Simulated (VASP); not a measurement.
# SnPb3O4 in VASP: notebook

SnPb3O4 is run at these levels: PBE; tasks: single point.

Everything below comes from runs of VASP 6.6.1. Logs are shortened: lines on timing, memory, paths and dates and some standing lists are left out, and cuts for length are marked.

## (1) The cell of the first run

The typed cell holds 8 atoms: a = 3.962 Å, b = 4.037 Å, c = 10.874 Å, α = 90.04°, β = 89.95°, γ = 90.02°.

## (2) Single point, PBE

Input file INCAR:

```
  ALGO = Normal
  EDIFF = 1E-7
  ENCUT = 520
  GGA = PE
  ISIF = 2
  ISMEAR = 0
  LASPH = T
  LCHARG = F
  LREAL = F
  LWAVE = F
  NBANDS = 50
  NELM = 80
  PREC = Accurate
  SIGMA = 0.1
```

Input file KPOINTS:

```
k-points
0
Gamma
  4 4 2
```

Input file POSCAR:

```
SnPb3O4
1.0
    3.9620033832     -0.0006714913      0.0018059890
   -0.0003913794      4.0366935069     -0.0014265043
    0.0050984810     -0.0040985523     10.8735350531
Sn Pb O
1 3 4
Direct
    0.4993775751      0.4999888857      0.3913894676
    0.0004892903      0.0001298794      0.1177931239
   -0.0011855700      0.0003542761      0.6053807852
    0.5011570784      0.4994002528      0.8950144478
    0.0008395943      0.5001819088      0.0059219204
   -0.0007934653      0.4998805385      0.4927843278
    0.5007672057      0.0002078162      0.0023289421
    0.4993482914     -0.0001435576      0.4893859853
```

Potentials or basis: VASP PAW PBE potentials, release 64 (Sn_d, Pb_d, O).

Run with:

```bash
> cat potpaw_PBE.64/Sn_d/POTCAR potpaw_PBE.64/Pb_d/POTCAR potpaw_PBE.64/O/POTCAR > POTCAR
> mpirun -np 1 vasp_std > vasp.out
```

OUTCAR:

```text
EDIFF = 1E-7
   ENCUT = 520
   GGA = PE
   ISIF = 2
   ISMEAR = 0
   LASPH = T
   LREAL = F
   NELM = 80
   PREC = Accurate

 ion  position               nearest neighbor table
   1  0.499  0.500  0.391-   6 2.27   6 2.27   8 2.28   8 2.28   3 3.66   3 3.66   3 3.66   3 3.66

   2  0.000  0.000  0.118-   7 2.35   7 2.35   5 2.36   5 2.36   4 3.72   4 3.72   4 3.72   4 3.72

   3  0.999  0.000  0.605-   8 2.35   8 2.35   6 2.36   6 2.36   1 3.66   1 3.66   1 3.66   1 3.66

   4  0.501  0.499  0.895-   5 2.32   5 2.32   7 2.33   7 2.33   2 3.72   2 3.72   2 3.72   2 3.72

   5  0.001  0.500  0.006-   4 2.32   4 2.32   2 2.36   2 2.36
   6  0.999  0.500  0.493-   1 2.27   1 2.27   3 2.36   3 2.36
   7  0.501  0.000  0.002-   4 2.33   4 2.33   2 2.35   2 2.35
   8  0.499  1.000  0.489-   1 2.28   1 2.28   3 2.35   3 2.35

  LATTYP: Found a triclinic cell.
 ALAT       =    10.8735370208
 B/A-ratio  =     0.3643712110
 C/A-ratio  =     0.3712401742
 COS(alpha) =     0.0002665992
 COS(beta)  =     0.0007303588
 COS(gamma) =     0.0009247798

  Lattice vectors:

 A1 = (  -0.0050984810,   0.0040985523, -10.8735350531)
 A2 = (  -3.9620033832,   0.0006714913,  -0.0018059890)
 A3 = (  -0.0003913794,   4.0366935069,  -0.0014265043)

Analysis of symmetry for initial positions (statically):
=====================================================================
 Subroutine PRICEL returns:
 Original cell was already a primitive cell.

 Routine SETGRP: Setting up the symmetry group for a
 triclinic supercell.

 Subroutine GETGRP returns: Found  1 space group operations
 (whereof  1 operations were pure point group operations)
 out of a pool of  2 trial point group operations.

The static configuration has the point symmetry C_1 .

Analysis of symmetry for dynamics (positions and initial velocities):
=====================================================================
 Subroutine PRICEL returns:
 Original cell was already a primitive cell.

 Routine SETGRP: Setting up the symmetry group for a
 triclinic supercell.

 Subroutine GETGRP returns: Found  1 space group operations
 (whereof  1 operations were pure point group operations)
 out of a pool of  2 trial point group operations.

The dynamic configuration has the point symmetry C_1 .

 Subroutine INISYM returns: Found  1 space group operations
 (whereof  1 operations are pure point group operations),
[... 106 lines left out ...]
   NSW    =      0    number of steps for IOM
   IBRION =     -1    ionic relax: 0-MD 1-quasi-New 2-CG
   NFREE  =      0    steps in history (QN), initial steepest desc. (CG)
   ISIF   =      2    stress and relaxation
   ISYM   =      2    0-nonsym 1-usesym 2-fastsym
   POTIM  = 0.5000    time-step for ionic-motion
   TEBEG  =    0.0;   TEEND  =   0.0 temperature during run
   PSTRESS=    0.0 pullay stress
   NELECT =      80.0000    total number of electrons
   NUPDOWN=      -1.0000    fix difference up-down
   EMIN   =  10.00;   EMAX   =-10.00  energy-range for DOS
   EFERMI =   0.00;   METHOD = LEGACY
   ISMEAR =     0;   SIGMA  =   0.10  broadening in eV -4-tet -1-fermi 0-gaus
   EFERMI_NEDOS =   21; number of points for ismear=-14 and -15
   IALGO  =     38    algorithm
   IMIX   =      4    mixing-type and parameters
     AMIX     =   0.40;   BMIX     =  1.00
     AMIX_MAG =   1.60;   BMIX_MAG =  1.00
  volume/ion in A,a.u.               =      21.74       146.70
  Fermi-wavevector in a.u.,A,eV,Ry     =   1.263769  2.388177 21.730035  1.597112
  Thomas-Fermi vector in A             =   2.397109
   LORBIT       =      0    0 simple, 1 ext, 2 COOP (PROOUT), +10 PAW based schemes
   GGA     = PE    functional components
   LHFCALC =     F    Hartree Fock is set to
   AEXX    =    0.0000 exact exchange contribution
   IVDW    =     0    specifies the selected vdW correction
   LEPSILON=     F    determine dielectric tensor
   LRPA    =     F    only Hartree local field effects (RPA)
 non-spin polarized calculation
 Gauss-broadening in eV      SIGMA  =   0.10
  energy-cutoff  :      520.00
  volume of cell :      173.90
 maximum number of plane-waves:      4716
 NGX is ok and might be reduce to    30
   NGX = 15   NGY = 15   NGZ = 41

 number of electron      80.0000006 magnetization

 Free energy of the ion-electron system (eV)
  ---------------------------------------------------
  ext. energy  EPLUGINS =         0.00000000
  ---------------------------------------------------
  free energy    TOTEN  =       -43.59847849 eV

  energy without entropy =      -43.59847849  energy(sigma->0) =      -43.59847849

 E-fermi :   4.7848     XC(G=0):  -9.2507

 val. band max:        4.3546705925   @ k =   0.0000   0.0000   0.0000
 cond. band min:       5.8089776771   @ k =   0.5000   0.5000   0.0000
 fundamental gap:      1.4543070846
 Fermi energy:         4.7848290930

 k-point     1 :       0.0000    0.0000    0.0000
  band No.  band energies     occupation
      1     -16.5392      2.00000
      2     -16.3354      2.00000
      3     -16.3346      2.00000
      4     -16.3339      2.00000
      5     -16.3147      2.00000
      6     -14.2480      2.00000
[... 1049 lines left out ...]
     49       9.8467      0.00000
     50      10.1561      0.00000

------------------------ aborting loop because EDIFF is reached ----------------------------------------

  FORCE on cell =-STRESS in cart. coord.  units (eV):
  Direction    XX          YY          ZZ          XY          YZ          ZX
  --------------------------------------------------------------------------------------
  -------------------------------------------------------------------------------------
  Total        0.2669853      0.1512986      0.1743501      0.0157965     -0.0030521     -0.0013949
  in kB        2.4597255      1.3939089      1.6062816      0.1455324     -0.0281188     -0.0128515
  external PRESSURE =       1.8199720 kB  Pullay stress =       0.0000000 kB

 VOLUME and BASIS-vectors are now :
 -----------------------------------------------------------------------------
  energy-cutoff  :      520.00
  volume of cell :      173.90
      direct lattice vectors                 reciprocal lattice vectors
     3.962003383 -0.000671491  0.001805989     0.252397621  0.000024430 -0.000118337
    -0.000391379  4.036693507 -0.001426504     0.000041943  0.247727539  0.000093356
     0.005098481 -0.004098552 10.873535053    -0.000041915  0.000032495  0.091966443

 POSITION                                       TOTAL-FORCE (eV/Angst)
 -----------------------------------------------------------------------------------
      1.98034      2.01636      4.25598         0.001545     -0.002441     -0.047370
      0.00254      0.00004      1.28083         0.000142      0.002272      0.033961
      3.96039     -0.00172      6.58443         0.003342     -0.003180      0.042613
      1.98995      2.01192      9.73216        -0.001970      0.009755     -0.037391
      0.00316      2.01906      0.06368        -0.001139     -0.004033      0.006259
      3.96118      2.01517      5.35940         0.000624      0.002942      0.009862
      1.98405      0.00049      0.02623         0.001216     -0.008035     -0.009562
      1.98052      4.03377      5.32083        -0.003760      0.002720      0.001628
 -----------------------------------------------------------------------------------
    total drift:                                0.000091      0.000008     -0.001109

  FREE ENERGIE OF THE ION-ELECTRON SYSTEM (eV)
  ---------------------------------------------------
  free  energy   TOTEN  =       -43.5984784892 eV

  energy  without entropy=      -43.5984784892  energy(sigma->0) =      -43.59847849
```

It took 5.9 min on 1 thread of Oxide Virtual Turin-like, shared host; peak memory 0.31 GiB.

What came out:

- Free energy: -43.5985 eV
- Pressure: 0.2 GPa
- Largest force: 0.047 eV/Å
- Band gap on the k mesh: 1.45 eV (least direct gap 1.74 eV)

Forces on the atoms (eV/Å):
```
Sn   0.002 -0.002 -0.047
Pb   0.000  0.002  0.034
Pb   0.003 -0.003  0.043
Pb  -0.002  0.010 -0.037
O   -0.001 -0.004  0.006
O    0.001  0.003  0.010
O    0.001 -0.008 -0.010
O   -0.004  0.003  0.002
```

Stress tensor (GPa, compression positive):
```
0.25 0.01 0.00
0.01 0.14 0.00
0.00 0.00 0.16
```

Levels at points of the mesh, in eV from the valence-band top:
```
           k point  band 38  band 39  band 40  band 41  band 42  band 43
(0.00, 0.00, 0.00)    -1.42    -1.04     0.00     1.74     1.98     4.10
(0.50, 0.00, 0.00)    -1.41    -1.12    -0.80     2.48     2.76     3.12
(0.00, 0.50, 0.00)    -1.43    -1.13    -0.81     2.49     2.73     3.20
(0.50, 0.50, 0.00)    -1.16    -0.84    -0.79     1.45     1.47     3.42
(0.00, 0.00, 0.50)    -1.42    -0.58    -0.35     1.68     1.92     4.41
(0.50, 0.00, 0.50)    -1.20    -1.19    -0.97     2.51     2.79     3.08
(0.00, 0.50, 0.50)    -1.22    -1.21    -0.99     2.54     2.81     3.10
(0.50, 0.50, 0.50)    -1.21    -0.84    -0.79     1.97     1.99     2.23
```

Caveat: spin-orbit coupling is left out, which moves the levels of the heavy elements. A k mesh can miss the band edges.

## (3) Single point, PBE (19.22 Å³/atom)

This run uses another cell than the first one, of 19.22 Å³/atom.

Input file INCAR:

```
PREC = Accurate
ENCUT = 520
EDIFF = 1E-6
ISMEAR = 0
SIGMA = 0.02
LREAL = False
LASPH = True
NELM = 80
ALGO = Normal
ISIF = 2
LWAVE = False
LCHARG = False
GGA = PE
NBANDS = 50
```

Input file KPOINTS:

```
regular mesh
0
Gamma
  8 8 4
```

Input file POSCAR:

```
SnPb3O4
1.0
    3.9664447527      0.0000000000      0.0000000000
    0.0000000000      3.9664447527      0.0000000000
    0.0000000000      0.0000000000      9.7752397766
Sn Pb O
1 3 4
Direct
    0.5000000000      0.5000000000      0.3832285926
    0.0000000000      0.0000000000      0.1283760068
    0.0000000000      0.0000000000      0.6204880359
    0.5000000000      0.5000000000      0.8809151385
    0.0000000000      0.5000000000      0.0010864046
    0.0000000000      0.5000000000      0.4924092086
    0.5000000000      0.0000000000      0.0010864046
    0.5000000000      0.0000000000      0.4924092086
```

Potentials or basis: VASP PAW PBE potentials, release 64 (Sn_d, Pb_d, O).

Run with:

```bash
> cat potpaw_PBE.64/Sn_d/POTCAR potpaw_PBE.64/Pb_d/POTCAR potpaw_PBE.64/O/POTCAR > POTCAR
> mpirun -np 1 vasp_std > vasp.out
```

Wall time 12 min (1 thread of Oxide Virtual Turin-like, shared host); peak memory 0.4 GiB.

Results (log left out):

```
Free energy            : -43.4644 eV
Pressure               : 2.7 GPa
Largest force          : 0.075 eV/Å
Band gap on the k mesh : 0.88 eV (least direct gap 1.81 eV)
```

Forces on the atoms (eV/Å):
```
Sn   0.000  0.000 -0.075
Pb   0.000  0.000  0.048
Pb   0.000  0.000  0.039
Pb   0.000  0.000 -0.037
O    0.000  0.000 -0.006
O    0.000  0.000  0.018
O    0.000  0.000 -0.006
O    0.000  0.000  0.018
```

Stress tensor (GPa, compression positive):
```
2.75 0.00 0.00
0.00 2.75 0.00
0.00 0.00 2.64
```

Levels at points of the mesh, in eV from the valence-band top:
| k point | band 37 | band 38 | band 39 | band 40 | band 41 | band 42 | band 43 | band 44 |
| --- | --- | --- | --- | --- | --- | --- | --- | --- |
| (0.00, 0.00, 0.00) | -1.59 | -1.59 | -1.10 | -0.02 | 1.90 | 2.37 | 3.63 | 3.63 |
| (0.50, 0.00, 0.00) | -2.00 | -1.73 | -1.23 | -0.82 | 2.80 | 2.98 | 3.45 | 3.68 |
| (0.50, 0.50, 0.00) | -1.48 | -1.22 | -1.00 | -0.94 | 0.88 | 0.88 | 3.22 | 3.22 |
| (0.00, 0.00, 0.50) | -1.59 | -1.59 | -0.50 | -0.27 | 1.89 | 2.06 | 4.10 | 4.10 |
| (0.50, 0.00, 0.50) | -1.77 | -1.38 | -1.37 | -1.06 | 2.85 | 3.04 | 3.38 | 3.62 |
| (0.50, 0.50, 0.50) | -1.48 | -1.38 | -1.00 | -0.94 | 1.64 | 1.64 | 1.90 | 1.90 |

Caveat: spin-orbit coupling is left out, which moves the levels of the heavy elements. A k mesh can miss the band edges.

## (4) Single point, PBE (19.88 Å³/atom)

This run uses another cell than the first one, of 19.88 Å³/atom.

Input file INCAR:

```
ALGO = Normal
EDIFF = 1E-6
ENCUT = 520
GGA = PE
ISIF = 2
ISMEAR = 0
LASPH = T
LCHARG = F
LREAL = F
LWAVE = F
NBANDS = 50
NELM = 100
PREC = Accurate
SIGMA = 0.02
```

Input file KPOINTS:

```
k-points
0
Gamma
  8 8 4
```

Input file POSCAR:

```
SnPb3O4
1.0
    3.9766455872      0.0000000000      0.0000000000
    0.0000000000      3.9766455872      0.0000000000
    0.0000000000      0.0000000000     10.0566928117
Sn Pb O
1 3 4
Direct
    0.5000000000      0.5000000000      0.3857523455
    0.0000000000      0.0000000000      0.1251705203
    0.0000000000      0.0000000000      0.6167308362
    0.5000000000      0.5000000000      0.8843698018
    0.0000000000      0.5000000000      0.0015575838
    0.0000000000      0.5000000000      0.4924301643
    0.5000000000      0.0000000000      0.0015575838
    0.5000000000      0.0000000000      0.4924301643
```

Run with:

```bash
> cat potpaw_PBE.64/Sn_d/POTCAR potpaw_PBE.64/Pb_d/POTCAR potpaw_PBE.64/O/POTCAR > POTCAR
> mpirun -np 1 vasp_std > vasp.out
```

Run time: 11 min. Hardware: 1 thread of Oxide Virtual Turin-like, shared host; peak memory 0.41 GiB.

Results (log left out):

- Free energy: -43.5340 eV
- Pressure: 1.8 GPa
- Largest force: 0.066 eV/Å
- Band gap on the k mesh: 1.02 eV (least direct gap 1.87 eV)

Forces in eV/Å, atoms in the order of the input:
```
Sn   0.000  0.000 -0.066
Pb   0.000  0.000  0.043
Pb   0.000  0.000  0.043
Pb   0.000  0.000 -0.040
O    0.000  0.000 -0.001
O    0.000  0.000  0.011
O    0.000  0.000 -0.001
O    0.000  0.000  0.011
```

Stress tensor (GPa, compression positive):
```
1.79 0.00 0.00
0.00 1.79 0.00
0.00 0.00 1.68
```

Levels at points of the mesh, in eV from the valence-band top:
| k point | band 36 | band 37 | band 38 | band 39 | band 40 | band 41 | band 42 | band 43 | band 44 | band 45 |
| --- | --- | --- | --- | --- | --- | --- | --- | --- | --- | --- |
| (0.00, 0.00, 0.00) | -1.67 | -1.55 | -1.55 | -1.11 | -0.02 | 1.85 | 2.23 | 3.79 | 3.79 | 4.13 |
| (0.50, 0.00, 0.00) | -2.79 | -1.96 | -1.66 | -1.21 | -0.83 | 2.69 | 2.89 | 3.34 | 3.56 | 5.84 |
| (0.50, 0.50, 0.00) | -1.74 | -1.46 | -1.22 | -0.96 | -0.90 | 1.03 | 1.03 | 3.25 | 3.25 | 4.51 |
| (0.00, 0.00, 0.50) | -1.67 | -1.55 | -1.55 | -0.53 | -0.31 | 1.82 | 2.01 | 4.21 | 4.21 | 4.47 |
| (0.50, 0.00, 0.50) | -2.79 | -1.76 | -1.35 | -1.34 | -1.05 | 2.74 | 2.95 | 3.27 | 3.50 | 5.90 |
| (0.50, 0.50, 0.50) | -1.74 | -1.46 | -1.34 | -0.96 | -0.90 | 1.72 | 1.72 | 1.97 | 1.97 | 5.12 |

Caveat: spin-orbit coupling is left out, which moves the levels of the heavy elements. A k mesh can miss the band edges.

## (5) Summary

| cell | k mesh | smearing | gap on the mesh (eV) | pressure (GPa) | largest force (eV/Å) |
| --- | --- | --- | --- | --- | --- |
| a = 3.962, b = 4.037, c = 10.874 Å, angles 90.0, 89.9, 90.0°, 8 atoms, atomic positions A | 4 × 4 × 2 | gaussian 0.1 eV | 1.45 | 0.2 | 0.05 |
| a = 3.966, b = 3.966, c = 9.775 Å, 8 atoms, atomic positions B | 8 × 8 × 4 | gaussian 0.02 eV | 0.88 | 2.7 | 0.07 |
| a = 3.977, b = 3.977, c = 10.057 Å, 8 atoms, atomic positions C | 8 × 8 × 4 | gaussian 0.02 eV | 1.02 | 1.8 | 0.07 |

Alike in all rows: task single point; level PBE; potentials or basis VASP PAW PBE potentials, release 64 (Sn_d, Pb_d, O); no spin polarisation; cutoff (eV) 520.

Caveats: spin-orbit coupling is left out, which moves the levels of the heavy elements.

Total energies depend on the potentials used, so only differences within one code and one set of settings carry meaning.
